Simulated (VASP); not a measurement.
# Ca3Zn2P4Pb2 (P1) in VASP: notebook, part 2 of 2

VASP 6.6.1. The steps go on from the part before.

## Step 4: Single point, PBE

Input file INCAR:

```
ALGO = Fast
EDIFF = 1E-6
ENCUT = 520
GGA = PE
ISIF = 2
ISMEAR = 0
LASPH = True
LCHARG = False
LREAL = False
LWAVE = False
NBANDS = 62
NELM = 100
PREC = Accurate
SIGMA = 0.1
```

Input file KPOINTS:

```
k-points
0
Gamma
  4 4 1
```

Input file POSCAR:

```
Ca3Zn2P4Pb2
1.0
    4.2452150000     -0.0566900000      0.0133610000
   -2.1717020000      3.7610990000     -0.0322540000
    0.0483690000     -0.1069060000     15.3641600000
Pb Ca Zn P
2 3 2 4
Direct
    0.2737230410      0.6222860746      0.1349987244
    0.7100298818      0.3200269108      0.8681299491
    0.9273384518      0.9620552201      1.0133585539
   -0.0483473272      0.0035670121      0.2809916728
    1.0721978278      0.9765561927      0.7183471930
    0.3800253433      0.6974248088      0.5687437010
    0.6328547424      0.2886940744      0.4244051719
    0.4881528713      0.6799066712      0.8789676428
    0.5424435977      0.2654447207      0.1352753463
    0.2476705805      0.5775020292      0.4137453414
    0.7046691420      0.3726293614      0.5924852190
```

Potentials or basis: VASP PAW PBE potentials, release 64 (Pb_d, Ca_sv, Zn, P).

Command:

```bash
$ cat potpaw_PBE.64/Pb_d/POTCAR potpaw_PBE.64/Ca_sv/POTCAR potpaw_PBE.64/Zn/POTCAR potpaw_PBE.64/P/POTCAR > POTCAR
$ mpirun -np 1 vasp_std > vasp.out
```

OUTCAR:

```text
EDIFF = 1E-6
   ENCUT = 520
   GGA = PE
   ISIF = 2
   ISMEAR = 0
   LASPH = True
   LREAL = False
   NELM = 100
   PREC = Accurate

 ion  position               nearest neighbor table
   1  0.274  0.622  0.135-   9 2.35   9 2.42   9 2.67   3 3.03   3 3.07   3 3.19   4 3.24   4 3.34
                             4 3.44
   2  0.710  0.320  0.868-   8 2.20   8 2.44   8 2.85   3 3.14   5 3.27   3 3.29   5 3.38   5 3.48
                             3 3.63
   3  0.927  0.962  0.013-   8 2.62   9 2.92   1 3.03   1 3.07   2 3.14   1 3.19   2 3.29   2 3.63

   4  0.952  0.004  0.281-  10 2.94   1 3.24   1 3.34   1 3.44
   5  0.072  0.977  0.718-  11 2.96  11 3.04   2 3.27   2 3.38   2 3.48
   6  0.380  0.697  0.569-  10 2.44  11 2.46  11 2.49  11 2.54
   7  0.633  0.289  0.424-  10 2.25  10 2.53  11 2.60  10 2.66
   8  0.488  0.680  0.879-   2 2.20   2 2.44   3 2.62   2 2.85
   9  0.542  0.265  0.135-   1 2.35   1 2.42   1 2.67   3 2.92
  10  0.248  0.578  0.414-   7 2.25   6 2.44   7 2.53   7 2.66   4 2.94
  11  0.705  0.373  0.592-   6 2.46   6 2.49   6 2.54   7 2.60   5 2.96   5 3.04

  LATTYP: Found a triclinic cell.
 ALAT       =     4.2452866977
 B/A-ratio  =     1.7186214012
 C/A-ratio  =     3.6192156521
 COS(alpha) =     0.0015104890
 COS(beta)  =     0.0089840615
 COS(gamma) =     0.8592657671

  Lattice vectors:

 A1 = (   2.0735130000,   3.7044090000,  -0.0188930000)
 A2 = (   6.3187280000,   3.6477190000,  -0.0055320000)
 A3 = (  -0.0483690000,   0.1069060000, -15.3641600000)

Analysis of symmetry for initial positions (statically):
=====================================================================
 Subroutine PRICEL returns:
 Original cell was already a primitive cell.

 Routine SETGRP: Setting up the symmetry group for a
 triclinic supercell.

 Subroutine GETGRP returns: Found  1 space group operations
 (whereof  1 operations were pure point group operations)
[... 146 lines left out ...]
   AEXX    =    0.0000 exact exchange contribution
   IVDW    =     0    specifies the selected vdW correction
   LEPSILON=     F    determine dielectric tensor
   LRPA    =     F    only Hartree local field effects (RPA)
 non-spin polarized calculation
 RMM-DIIS sequential band-by-band and
 Gauss-broadening in eV      SIGMA  =   0.10
  energy-cutoff  :      520.00
  volume of cell :      243.41
 maximum number of plane-waves:      6582
   NGX = 15   NGY = 17   NGZ = 57

 number of electron     102.0000000 magnetization

 Free energy of the ion-electron system (eV)
  ---------------------------------------------------
  ext. energy  EPLUGINS =         0.00000000
  ---------------------------------------------------
  free energy    TOTEN  =       -36.96999201 eV

  energy without entropy =      -36.94406462  energy(sigma->0) =      -36.95702832

 E-fermi :   5.8310     XC(G=0):  -9.9017

 val. band max:        5.8214457184   @ k =   0.2500   0.2500   0.0000
 cond. band min:       5.8514163653   @ k =   0.0000   0.0000   0.0000
 fundamental gap:      0.0299706469
 Fermi energy:         5.8310257594

 k-point     1 :       0.0000    0.0000    0.0000
  band No.  band energies     occupation
      1     -35.9899      2.00000
      2     -35.8855      2.00000
      3     -35.2728      2.00000
      4     -17.0455      2.00000
      5     -16.9987      2.00000
      6     -16.9601      2.00000
[... 639 lines left out ...]
     61       9.2488      0.00000
     62       9.6059      0.00000

------------------------ aborting loop because EDIFF is reached ----------------------------------------

  FORCE on cell =-STRESS in cart. coord.  units (eV):
  Direction    XX          YY          ZZ          XY          YZ          ZX
  --------------------------------------------------------------------------------------
  -------------------------------------------------------------------------------------
  Total       19.9879419     20.8395580      5.4156421     -8.6838631      1.3319684      0.0030571
  in kB      131.5654409    137.1709830     35.6470588    -57.1592753      8.7673362      0.0201224
  external PRESSURE =     101.4611609 kB  Pullay stress =       0.0000000 kB

 VOLUME and BASIS-vectors are now :
 -----------------------------------------------------------------------------
  energy-cutoff  :      520.00
  volume of cell :      243.41
      direct lattice vectors                 reciprocal lattice vectors
     4.245215000 -0.056690000  0.013361000     0.237389133  0.137072998  0.000206432
    -2.171702000  3.761099000 -0.032254000     0.003572446  0.267958398  0.001853246
     0.048369000 -0.106906000 15.364160000    -0.000198939  0.000443324  0.065090250

 POSITION                                       TOTAL-FORCE (eV/Angst)
 -----------------------------------------------------------------------------------
     -0.18288      2.31053      2.05773        -2.301261     -0.141722      0.700042
      2.36122      1.07059     13.33725         4.445063     -1.354320     -1.043145
      1.84810      3.56439      0.18660         0.993049      0.315958      0.105940
      4.04582     -0.07057      4.32980         0.118999     -0.419831      0.451417
     -1.77955      3.59204     11.00627        -0.371299      0.218491     -0.354051
      0.12620      2.54074      8.72085        -0.077022     -0.027285     -0.141878
      2.08018      1.00456      6.51977        -1.154580     -0.556813      0.575432
      0.63827      2.43556     13.48919        -5.151911      0.914061     -0.230530
      1.73287      0.95315      2.07708         2.154673      0.351570      0.382038
     -0.18274      2.11377      6.34153         1.307866      1.119762     -1.178838
      2.21089      1.29821      9.10043         0.036424     -0.419870      0.733572
 -----------------------------------------------------------------------------------
    total drift:                                0.000634      0.000565     -0.001468

  FREE ENERGIE OF THE ION-ELECTRON SYSTEM (eV)
  ---------------------------------------------------
  free  energy   TOTEN  =       -36.9699920079 eV

  energy  without entropy=      -36.9440646239  energy(sigma->0) =      -36.95702832
```

OSZICAR:

```text
N       E                     dE             d eps       ncg     rms          rms(c)
DAV:   1     0.110269577492E+04    0.11027E+04   -0.46641E+04  1240   0.180E+03
DAV:   2     0.921296212849E+02   -0.10106E+04   -0.98696E+03  1240   0.501E+02
DAV:   3    -0.294909543722E+02   -0.12162E+03   -0.11869E+03  1676   0.181E+02
[... 29 lines left out ...]
RMM:  33    -0.369699872791E+02   -0.21537E-05   -0.23698E-05  1386   0.996E-03    0.443E-03
RMM:  34    -0.369699888629E+02   -0.15838E-05   -0.17694E-05  1325   0.915E-03    0.478E-03
RMM:  35    -0.369699901991E+02   -0.13362E-05   -0.15123E-05  1333   0.854E-03    0.504E-03
RMM:  36    -0.369699911862E+02   -0.98709E-06   -0.11289E-05  1254   0.775E-03    0.535E-03
RMM:  37    -0.369699920079E+02   -0.82169E-06   -0.94989E-06  1229   0.714E-03
   1 F= -.36969992E+02 E0= -.36957028E+02  d E =-.259274E-01
```

It took 5.2 min on 1 thread of AMD EPYC 9R45 (Zen 5), shared host; peak memory 0.41 GiB.

Results:

| Quantity | Value |
| --- | --- |
| Free energy | -36.9700 eV |
| Pressure | 10.1 GPa |
| Largest force | 5.237 eV/Å |
| Band gap on the k mesh | zero (bands 51 and 52 overlap by 1.06 eV) |

Forces in eV/Å, atoms in the order of the input:
```
Pb  -2.301 -0.142  0.700
Pb   4.445 -1.354 -1.043
Ca   0.993  0.316  0.106
Ca   0.119 -0.420  0.451
Ca  -0.371  0.218 -0.354
Zn  -0.077 -0.027 -0.142
Zn  -1.155 -0.557  0.575
P   -5.152  0.914 -0.231
P    2.155  0.352  0.382
P    1.308  1.120 -1.179
P    0.036 -0.420  0.734
```

Stress tensor (GPa, compression positive):
```
13.16 -5.72  0.00
-5.72 13.72  0.88
 0.00  0.88  3.56
```

Levels at points of the mesh, in eV from the Fermi level:
```
           k point  band 48  band 49  band 50  band 51  band 52  band 53  band 54  band 55
(0.00, 0.00, 0.00)    -1.65    -0.98    -0.88    -0.29     0.02     0.10     0.18     0.89
(0.50, 0.00, 0.00)    -2.28    -2.22    -2.02    -1.00    -0.12     0.16     1.22     2.14
(0.00, 0.50, 0.00)    -1.90    -1.82    -1.54    -1.03    -0.92     0.22     1.11     1.85
(0.50, 0.50, 0.00)    -2.01    -1.70    -1.29    -1.03    -0.96     0.37     1.22     2.09
```

Caveat: the k points lie up to 0.42 Å⁻¹ apart, too coarse for converged energies and pressures of a metal; spin-orbit coupling is left out, which moves the levels of the heavy elements; forces of over 1 eV/Å act on the atoms, so gaps and moduli don't describe the material at rest.

## Step 5: The runs side by side

| cell | gap on the mesh (eV) | pressure (GPa) | largest force (eV/Å) |
| --- | --- | --- | --- |
| as given, atomic positions A | none | 9.8 | 3.82 |
| as given, atomic positions B | none | 10.2 | 5.62 |
| as given, atomic positions C | none | 10.1 | 5.24 |

Alike in all rows: task single point; level PBE; potentials or basis VASP PAW PBE potentials, release 64 (Pb_d, Ca_sv, Zn, P); no spin polarisation; k mesh 4 × 4 × 1; cutoff (eV) 520; smearing gaussian 0.1 eV.

Caveats: all runs use coarse meshes; spin-orbit coupling is left out, which moves the levels of the heavy elements; forces of over 1 eV/Å act on the atoms, so gaps and moduli don't describe the material at rest.

Absolute energies hang on the potentials; compare differences alone.
